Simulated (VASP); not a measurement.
# BP (F-43m) in VASP: further runs

BP is run at these levels: r2SCAN+D3(BJ), r2SCAN; tasks: single point.

All numbers are computed with VASP 6.6.1; they aren't measurements. Logs are shortened: lines on timing, memory, paths and dates and some standing lists are left out, and cuts for length are marked.

## 1. The cell of the first run

Symmetry: F-43m, No. 216, cubic system. The conventional cell has a = 4.445 Å, b = 4.445 Å, c = 4.445 Å, α = 90.00°, β = 90.00°, γ = 90.00°. Within 2.6 Å of P (site symmetry -43m) lie 4 B at 1.92 Å. B (site symmetry -43m) has 4 P at 1.92 Å within 2.6 Å.

## 2. Single point, r2SCAN+D3(BJ)

Contents of POSCAR:

```
BP
1.0
    0.0000000000      2.2226808807      2.2226808807
    2.2226808807      0.0000000000      2.2226808807
    2.2226808807      2.2226808807      0.0000000000
P B
1 1
Direct
    0.7500000000      0.7500000000      0.7500000000
    0.0000000000      0.0000000000      0.0000000000
```

Contents of INCAR.step1:

```
SYSTEM = BP
PREC     = Accurate       ! precision mode
ENCUT    = 520            ! plane-wave cutoff, eV
ISMEAR   = -1             ! smearing method
SIGMA    = 0.05           ! smearing width, eV
LREAL    = .FALSE.        ! projectors in reciprocal space
LASPH    = .TRUE.         ! aspherical terms in the spheres
NELM     = 80             ! most SCF steps
NBANDS   = 11             ! bands
GGA      = PE             ! functional
ALGO     = Normal         ! electronic algorithm
EDIFF    = 1E-4           ! SCF threshold, eV
LWAVE    = .TRUE.         ! write WAVECAR
LCHARG   = .FALSE.        ! write CHGCAR
```

Contents of INCAR.step2:

```
SYSTEM = BP
PREC     = Accurate       ! precision mode
ENCUT    = 520            ! plane-wave cutoff, eV
EDIFF    = 1E-6           ! SCF threshold, eV
ISMEAR   = -1             ! smearing method
SIGMA    = 0.05           ! smearing width, eV
LREAL    = .FALSE.        ! projectors in reciprocal space
LASPH    = .TRUE.         ! aspherical terms in the spheres
NELM     = 80             ! most SCF steps
ALGO     = Normal         ! electronic algorithm
ISIF     = 2              ! what is computed and relaxed
LWAVE    = .FALSE.        ! write WAVECAR
LCHARG   = .FALSE.        ! write CHGCAR
METAGGA  = R2SCAN         ! meta-GGA
LMIXTAU  = .TRUE.       
IVDW     = 12             ! dispersion correction
VDW_S6   = 1.0          
VDW_S8   = 0.78981345   
VDW_A1   = 0.49484001   
VDW_A2   = 5.73083694   
NBANDS   = 11             ! bands
ISTART   = 1
```

Contents of KPOINTS:

```
regular mesh
0
G
  10 10 10
  0 0 0
```

Potentials or basis: VASP PAW PBE potentials, release 64 (P, B).

Started as:

```console
$ cat potpaw_PBE.64/P/POTCAR potpaw_PBE.64/B/POTCAR > POTCAR
$ cp INCAR.step1 INCAR
$ mpirun -np 1 vasp_std > vasp.out
$ cp INCAR.step2 INCAR
$ mpirun -np 1 vasp_std > vasp.out
```

OUTCAR:

```text
SYSTEM = BP
   PREC = Accurate
   ENCUT = 520
   EDIFF = 1E-6
   ISMEAR = -1
   LREAL = .FALSE.
   LASPH = .TRUE.
   NELM = 80
   ISIF = 2
   METAGGA = R2SCAN
   IVDW = 12
   ISTART = 1
 IVDW          = 12

 ion  position               nearest neighbor table
   1  0.750  0.750  0.750-   2 1.92   2 1.92   2 1.92   2 1.92
   2  0.000  0.000  0.000-   1 1.92   1 1.92   1 1.92   1 1.92

  LATTYP: Found a face centered cubic cell.
 ALAT       =     4.4453617614

  Lattice vectors:

 A1 = (   0.0000000000,   2.2226808807,   2.2226808807)
 A2 = (   2.2226808807,   0.0000000000,   2.2226808807)
 A3 = (   2.2226808807,   2.2226808807,   0.0000000000)

Analysis of symmetry for initial positions (statically):
=====================================================================
 Subroutine PRICEL returns:
 Original cell was already a primitive cell.

 Routine SETGRP: Setting up the symmetry group for a
 face centered cubic supercell.

 Subroutine GETGRP returns: Found 24 space group operations
 (whereof 24 operations were pure point group operations)
 out of a pool of 48 trial point group operations.

The static configuration has the point symmetry T_d .

Analysis of symmetry for dynamics (positions and initial velocities):
=====================================================================
 Subroutine PRICEL returns:
 Original cell was already a primitive cell.

 Routine SETGRP: Setting up the symmetry group for a
 face centered cubic supercell.

 Subroutine GETGRP returns: Found 24 space group operations
 (whereof 24 operations were pure point group operations)
 out of a pool of 48 trial point group operations.

The dynamic configuration has the point symmetry T_d .

 Subroutine INISYM returns: Found 24 space group operations
 (whereof 24 operations are pure point group operations),
 and found     1 'primitive' translations

----------------------------------------------------------------------------------------

                                     Primitive cell

  volume of cell :      21.9615

  direct lattice vectors                    reciprocal lattice vectors
     0.000000000  2.222680881  2.222680881    -0.224953570  0.224953570  0.224953570
     2.222680881  0.000000000  2.222680881     0.224953570 -0.224953570  0.224953570
     2.222680881  2.222680881  0.000000000     0.224953570  0.224953570 -0.224953570

  length of vectors
     3.143345446  3.143345446  3.143345446     0.389631013  0.389631013  0.389631013

  position of ions in fractional coordinates (direct lattice)
     0.750000000  0.750000000  0.750000000
     0.000000000  0.000000000  0.000000000

  ion indices of the primitive-cell ions
   primitive index   ion index
                 1           1
                 2           2

----------------------------------------------------------------------------------------

 KPOINTS: regular mesh

Automatic generation of k-mesh.
 Grid dimensions read from file:
 generate k-points for:   10   10   10

 Generating k-lattice:

  Cartesian coordinates                     Fractional coordinates (reciprocal lattice)
    -0.022495357  0.022495357  0.022495357     0.100000000  0.000000000  0.000000000
     0.022495357 -0.022495357  0.022495357     0.000000000  0.100000000  0.000000000
     0.022495357  0.022495357 -0.022495357     0.000000000  0.000000000  0.100000000

  Length of vectors
     0.038963101  0.038963101  0.038963101

  Shift w.r.t. Gamma in fractional coordinates (k-lattice)
     0.000000000  0.000000000  0.000000000

 Subroutine IBZKPT returns following result:
 ===========================================

 Found     47 irreducible k-points:

 Following reciprocal coordinates:
            Coordinates               Weight
  0.000000  0.000000  0.000000      1.000000
  0.100000  0.000000  0.000000      8.000000
  0.200000  0.000000  0.000000      8.000000
  0.300000  0.000000  0.000000      8.000000
  0.400000  0.000000  0.000000      8.000000
  0.500000  0.000000  0.000000      4.000000
[... 16 lines left out ...]
  0.300000  0.300000  0.000000      6.000000
  0.400000  0.300000  0.000000     24.000000
 [... further k-points ...]
   k-points           NKPTS =     47   k-points in BZ     NKDIM =     47   number of bands    NBANDS=     11
   number of dos      NEDOS =    301   number of ions     NIONS =      2
   total plane-waves  NPLWV =  13824
   dimension x,y,z NGX =    24 NGY =   24 NGZ =   24
   dimension x,y,z NGXF=    48 NGYF=   48 NGZF=   48
   ions per type =               1   1
   NGX,Y,Z   is equivalent  to a cutoff of  12.69, 12.69, 12.69 a.u.
   NGXF,Y,Z  is equivalent  to a cutoff of  25.39, 25.39, 25.39 a.u.
 SYSTEM =  BP
   PREC   = accura    normal or accurate (medium, high low for compatibility)
   ISTART =      1    job   : 0-new  1-cont  2-samecut
   ICHARG =      0    charge: 1-file 2-atom 10-const
   ISPIN  =      1    spin polarized calculation?
   LNONCOLLINEAR =      F non collinear calculations
   LSORBIT =      F    spin-orbit coupling
   LASPH  =      T    aspherical Exc in radial PAW
   ENCUT  =  520.0 eV  38.22 Ry    6.18 a.u.   5.84  5.84  5.84*2*pi/ulx,y,z
   NELM   =     80;   NELMIN=  2; NELMDL=  0     # of ELM steps
   EDIFF  = 0.1E-05   stopping-criterion for ELM
   LREAL  =      F    real-space projection
   EDIFFG = 0.1E-04   stopping-criterion for IOM
   NSW    =      0    number of steps for IOM
   IBRION =     -1    ionic relax: 0-MD 1-quasi-New 2-CG
   NFREE  =      0    steps in history (QN), initial steepest desc. (CG)
   ISIF   =      2    stress and relaxation
   ISYM   =      2    0-nonsym 1-usesym 2-fastsym
   POTIM  = 0.5000    time-step for ionic-motion
   TEBEG  =    0.0;   TEEND  =   0.0 temperature during run
   PSTRESS=    0.0 pullay stress
   NELECT =       8.0000    total number of electrons
   NUPDOWN=      -1.0000    fix difference up-down
   EMIN   =  10.00;   EMAX   =-10.00  energy-range for DOS
[... 5 lines left out ...]
     AMIX     =   0.40;   BMIX     =  1.00
     AMIX_MAG =   1.60;   BMIX_MAG =  1.00
  volume/ion in A,a.u.               =      10.98        74.10
  Fermi-wavevector in a.u.,A,eV,Ry     =   1.169188  2.209445 18.599175  1.367001
  Thomas-Fermi vector in A             =   2.305664
   LORBIT       =      0    0 simple, 1 ext, 2 COOP (PROOUT), +10 PAW based schemes
   METAGGA = R2SCAN    functional components
   LHFCALC =     F    Hartree Fock is set to
   AEXX    =    0.0000 exact exchange contribution
   IVDW    =    12    specifies the selected vdW correction
   LEPSILON=     F    determine dielectric tensor
   LRPA    =     F    only Hartree local field effects (RPA)
 non-spin polarized calculation
  energy-cutoff  :      520.00
  volume of cell :       21.96
 maximum number of plane-waves:       609
   NGX = 11   NGY = 11   NGZ = 11

 number of electron       8.0000000 magnetization

 Free energy of the ion-electron system (eV)
  ---------------------------------------------------
  ext. energy  EPLUGINS =         0.00000000
  ---------------------------------------------------
  free energy    TOTEN  =       -17.26764615 eV

  energy without entropy =      -17.26764613  energy(sigma->0) =      -17.26764614

 E-fermi :   8.8017     XC(G=0): -11.7835

 val. band max:        8.1412653619   @ k =   0.0000   0.0000   0.0000
 cond. band min:       9.5039410518   @ k =   0.4000   0.4000   0.0000
 fundamental gap:      1.3626756899
 Fermi energy:         8.8017356526

 k-point     1 :       0.0000    0.0000    0.0000
  band No.  band energies     occupation
      1      -8.7003      2.00000
      2       8.1412      2.00000
      3       8.1412      2.00000
      4       8.1413      2.00000
      5      11.8839      0.00000
      6      11.8839      0.00000
      7      11.8839      0.00000
      8      17.1629      0.00000
      9      20.9665      0.00000
     10      20.9665      0.00000
     11      21.0368      0.00000

 k-point     2 :       0.1000    0.0000    0.0000
  band No.  band energies     occupation
      1      -8.5013      2.00000
      2       6.7236      2.00000
      3       7.8133      2.00000
      4       7.8133      2.00000
      5      12.3415      0.00000
      6      12.3415      0.00000
      7      12.4368      0.00000
      8      17.6372      0.00000
      9      20.2539      0.00000
     10      20.2539      0.00000
     11      21.6624      0.00000

 k-point     3 :       0.2000    0.0000    0.0000
  band No.  band energies     occupation
      1      -7.9110      2.00000
      2       4.1638      2.00000
      3       7.1941      2.00000
      4       7.1941      2.00000
      5      12.7995      0.00000
      6      13.1315      0.00000
      7      13.1315      0.00000
      8      18.6861      0.00000
      9      19.6336      0.00000
     10      19.6336      0.00000
     11      22.5405      0.00000

 k-point     4 :       0.3000    0.0000    0.0000
  band No.  band energies     occupation
      1      -6.9588      2.00000
      2       1.5712      2.00000
      3       6.6548      2.00000
      4       6.6549      2.00000
      5      12.7917      0.00000
      6      13.4417      0.00000
      7      13.4417      0.00000
      8      19.3778      0.00000
      9      20.3478      0.00000
     10      20.3478      0.00000
     11      22.8956      0.00000
[... 239 lines left out ...]
 k-point    22 :      -0.2000    0.2000    0.0000
  band No.  band energies     occupation
      1      -6.6355      2.00000
      2       2.4476      2.00000
      3       3.5143      2.00000
      4       6.7692      2.00000
      5      13.1427      0.00000
      6      14.0026      0.00000
      7      15.2623      0.00000
      8      17.5860      0.00000
      9      18.1731      0.00000
     10      23.2043      0.00000
     11      25.8743      0.00000

 k-point    23 :       0.3000    0.3000    0.0000
  band No.  band energies     occupation
      1      -6.3571      2.00000
      2       2.9630      2.00000
      3       4.5517      2.00000
      4       4.5517      2.00000
      5       9.8374      0.00000
      6      12.3606      0.00000
      7      18.0487      0.00000
      8      18.0487      0.00000
      9      23.0244      0.00000
     10      23.4773      0.00000
     11      26.6688      0.00000

 k-point    24 :       0.4000    0.3000    0.0000
  band No.  band energies     occupation
      1      -5.4340      2.00000
      2       1.4798      2.00000
      3       3.6432      2.00000
      4       4.2260      2.00000
      5      10.1372      0.00000
      6      12.0738      0.00000
      7      18.7049      0.00000
      8      18.7876      0.00000
      9      23.9718      0.00000
     10      24.5456      0.00000
     11      27.2602      0.00000

 [... further k-points ...]

------------------------ aborting loop because EDIFF is reached ----------------------------------------

 Edisp (eV)   -0.32039

 E8    (eV) :    -0.0870

  FORCE on cell =-STRESS in cart. coord.  units (eV):
  Direction    XX          YY          ZZ          XY          YZ          ZX
  --------------------------------------------------------------------------------------
  -------------------------------------------------------------------------------------
  Total       1.18103     1.18103     1.18103    -0.00000    -0.00000     0.00000
  in kB      86.16103    86.16103    86.16103    -0.00000    -0.00000     0.00000
  external pressure =       86.16 kB  Pullay stress =        0.00 kB

 VOLUME and BASIS-vectors are now :
 -----------------------------------------------------------------------------
  energy-cutoff  :      520.00
  volume of cell :       21.96
      direct lattice vectors                 reciprocal lattice vectors
     0.000000000  2.222680881  2.222680881    -0.224953570  0.224953570  0.224953570
     2.222680881  0.000000000  2.222680881     0.224953570 -0.224953570  0.224953570
     2.222680881  2.222680881  0.000000000     0.224953570  0.224953570 -0.224953570

 POSITION                                       TOTAL-FORCE (eV/Angst)
 -----------------------------------------------------------------------------------
      3.33402      3.33402      3.33402        -0.000000     -0.000000     -0.000000
      0.00000      0.00000      0.00000         0.000000      0.000000      0.000000
 -----------------------------------------------------------------------------------
    total drift:                               -0.000000     -0.000000     -0.000000

  FREE ENERGIE OF THE ION-ELECTRON SYSTEM (eV)
  ---------------------------------------------------
  free  energy   TOTEN  =       -17.5880360623 eV

  energy  without entropy=      -17.5880360457  energy(sigma->0) =      -17.58803605
```

Wall time 38 s (1 thread of AMD EPYC 7R43 (Zen 3), shared host); peak memory 0.12 GiB.

Results:

```
Free energy                : -17.5880 eV
Pressure                   : 8.6 GPa
Band gap on the k mesh     : 1.36 eV, indirect (least direct gap 3.74 eV)
Dispersion energy per atom : -0.160 eV
```

Levels at points of the mesh, in eV from the valence-band top:
```tsv
k point	band 1	band 2	band 3	band 4	band 5	band 6	band 7	band 8	band 9
(0.00, 0.00, 0.00)	-16.84	0.00	0.00	0.00	3.74	3.74	3.74	9.02	12.83
(0.50, 0.00, 0.00)	-13.10	-9.97	-1.94	-1.94	4.54	5.07	5.07	11.16	15.91
(0.50, 0.50, 0.00)	-11.34	-9.46	-4.58	-4.58	1.41	1.86	13.68	13.68	17.22
```

Caveat: the PAW data sets were made with another functional, which shifts forces and pressure a little.

## 3. Single point, r2SCAN+D3(BJ)

This run uses another cell than the first one, of 11.21 Å³/atom, 1.021 times its volume.

Contents of POSCAR:

```
BP
1.0
    0.0000000000      2.2383340787      2.2383340787
    2.2383340787      0.0000000000      2.2383340787
    2.2383340787      2.2383340787      0.0000000000
P B
1 1
Direct
    0.7500000000      0.7500000000      0.7500000000
    0.0000000000      0.0000000000      0.0000000000
```

Contents of INCAR.step1:

```
  PREC = Accurate
  ENCUT = 520
  ISMEAR = -1
  SIGMA = 0.05
  LREAL = F
  LASPH = T
  NELM = 80
  NBANDS = 11
  GGA = PE
  ALGO = Normal
  EDIFF = 1E-4
  LWAVE = T
  LCHARG = F
```

Contents of INCAR.step2:

```
  PREC = Accurate
  ENCUT = 520
  EDIFF = 1E-6
  ISMEAR = -1
  SIGMA = 0.05
  LREAL = F
  LASPH = T
  NELM = 80
  ALGO = Normal
  ISIF = 2
  LWAVE = F
  LCHARG = F
  METAGGA = R2SCAN
  LMIXTAU = T
  IVDW = 12
  VDW_S6 = 1.0
  VDW_S8 = 0.78981345
  VDW_A1 = 0.49484001
  VDW_A2 = 5.73083694
  NBANDS = 11
  ISTART = 1
```

Contents of KPOINTS:

```
Automatic mesh
0
Gamma
  10 10 10
```

Potentials or basis: VASP PAW PBE potentials, release 64 (P, B).

Started as:

```console
$ cat potpaw_PBE.64/P/POTCAR potpaw_PBE.64/B/POTCAR > POTCAR
$ cp INCAR.step1 INCAR
$ mpirun -np 1 vasp_std > vasp.out
$ cp INCAR.step2 INCAR
$ mpirun -np 1 vasp_std > vasp.out
```

OUTCAR:

```text
PREC = Accurate
   ENCUT = 520
   EDIFF = 1E-6
   ISMEAR = -1
   LREAL = F
   LASPH = T
   NELM = 80
   ISIF = 2
   METAGGA = R2SCAN
   IVDW = 12
   ISTART = 1
 IVDW          = 12

 ion  position               nearest neighbor table
   1  0.750  0.750  0.750-   2 1.94   2 1.94   2 1.94   2 1.94
   2  0.000  0.000  0.000-   1 1.94   1 1.94   1 1.94   1 1.94

  LATTYP: Found a face centered cubic cell.
 ALAT       =     4.4766681574

  Lattice vectors:

[... 523 lines left out ...]

 Edisp (eV)   -0.31365

 E8    (eV) :    -0.0852

  FORCE on cell =-STRESS in cart. coord.  units (eV):
  Direction    XX          YY          ZZ          XY          YZ          ZX
  --------------------------------------------------------------------------------------
  -------------------------------------------------------------------------------------
  Total       0.62481     0.62481     0.62481     0.00000     0.00000    -0.00000
  in kB      44.63288    44.63288    44.63288     0.00000     0.00000    -0.00000
  external pressure =       44.63 kB  Pullay stress =        0.00 kB

 VOLUME and BASIS-vectors are now :
 -----------------------------------------------------------------------------
  energy-cutoff  :      520.00
  volume of cell :       22.43
      direct lattice vectors                 reciprocal lattice vectors
     0.000000000  2.238334079  2.238334079    -0.223380417  0.223380417  0.223380417
     2.238334079  0.000000000  2.238334079     0.223380417 -0.223380417  0.223380417
     2.238334079  2.238334079  0.000000000     0.223380417  0.223380417 -0.223380417

 POSITION                                       TOTAL-FORCE (eV/Angst)
 -----------------------------------------------------------------------------------
      3.35750      3.35750      3.35750        -0.000000     -0.000000     -0.000000
      0.00000      0.00000      0.00000         0.000000      0.000000      0.000000
 -----------------------------------------------------------------------------------
    total drift:                               -0.000000     -0.000000     -0.000000

  FREE ENERGIE OF THE ION-ELECTRON SYSTEM (eV)
  ---------------------------------------------------
  free  energy   TOTEN  =       -17.6073124570 eV

  energy  without entropy=      -17.6073124445  energy(sigma->0) =      -17.60731245
```

OSZICAR.step1:

```text
N       E                     dE             d eps       ncg     rms          rms(c)
DAV:   1     0.921365227238E+01    0.92137E+01   -0.39603E+03  1042   0.649E+02
DAV:   2    -0.131110745518E+02   -0.22325E+02   -0.20940E+02  1314   0.110E+02
DAV:   3    -0.136999467042E+02   -0.58887E+00   -0.58775E+00  1356   0.160E+01
DAV:   4    -0.137018627605E+02   -0.19161E-02   -0.19159E-02  1168   0.104E+00
DAV:   5    -0.137018720241E+02   -0.92636E-05   -0.92634E-05  1292   0.733E-02    0.765E+00
DAV:   6    -0.130159385244E+02    0.68593E+00   -0.15056E+00  1175   0.544E+00    0.411E+00
DAV:   7    -0.129119432304E+02    0.10400E+00   -0.27559E-01  1286   0.261E+00    0.138E+00
DAV:   8    -0.129037019134E+02    0.82413E-02   -0.28243E-02  1209   0.975E-01    0.206E-01
DAV:   9    -0.129040180822E+02   -0.31617E-03   -0.70896E-04  1201   0.183E-01    0.137E-01
DAV:  10    -0.129042101775E+02   -0.19210E-03   -0.23987E-04  1157   0.978E-02    0.293E-02
DAV:  11    -0.129042208652E+02   -0.10688E-04   -0.11467E-05   613   0.227E-02
   1 F= -.12904221E+02 E0= -.12904221E+02  d E =-.873173E-07
```

Wall time 42 s (1 thread of AMD EPYC 7R43 (Zen 3), shared host); peak memory 0.12 GiB.

Results:

```
Free energy                : -17.6073 eV
Pressure                   : 4.5 GPa
Band gap on the k mesh     : 1.39 eV, indirect (least direct gap 3.71 eV)
Dispersion energy per atom : -0.157 eV
```

Caveat: the PAW data sets were made with another functional, which shifts forces and pressure a little. A k mesh can miss the band edges.

[end of part 1 of 2]
